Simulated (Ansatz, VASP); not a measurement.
## FeO: VASP beside Ansatz

```xyz
2
Lattice="0.0000 2.1544 2.1544 2.1544 0.0000 2.1544 2.1544 2.1544 0.0000" Properties=species:S:1:pos:R:3 pbc="T T T"
Fe    0.0000    0.0000    0.0000
O     2.1544    2.1544    2.1544
```

Alike in both runs: functional PBE; k mesh 16 × 16 × 16; occupations gaussian, width 0.1 eV; collinear spin.

Ansatz relaxed the structure, and its values are those at the end. VASP's run is a single point on that final structure, the one shown.

|  | VASP | Ansatz |
| --- | --- | --- |
| version | VASP 6.6.1 | Ansatz 0.2.0 |
| potentials or method | VASP PAW PBE potentials, release 64 (Fe, O), cutoff 520 eV | scalar-relativistic, plane waves, PAW |
| valence electrons in the cell | 14 | 22 |

```csv
,VASP,Ansatz,Ansatz less VASP
gap on the k mesh at the Fermi level (eV),none,none,-
pressure (GPa),0.1,0.0,-0.07
net moment per atom (μB),2.00,2.00,0.000
size of the moment on the site where the two differ most (μB),3.62,3.45,-0.169
```

Site moments also hang on the region over which each program counts them. A gap of «none» marks a metal or a gap that the smearing closes. VASP's potentials hold 14 valence electrons a cell and Ansatz's 22, so a difference there can come from the potentials and not from the codes.
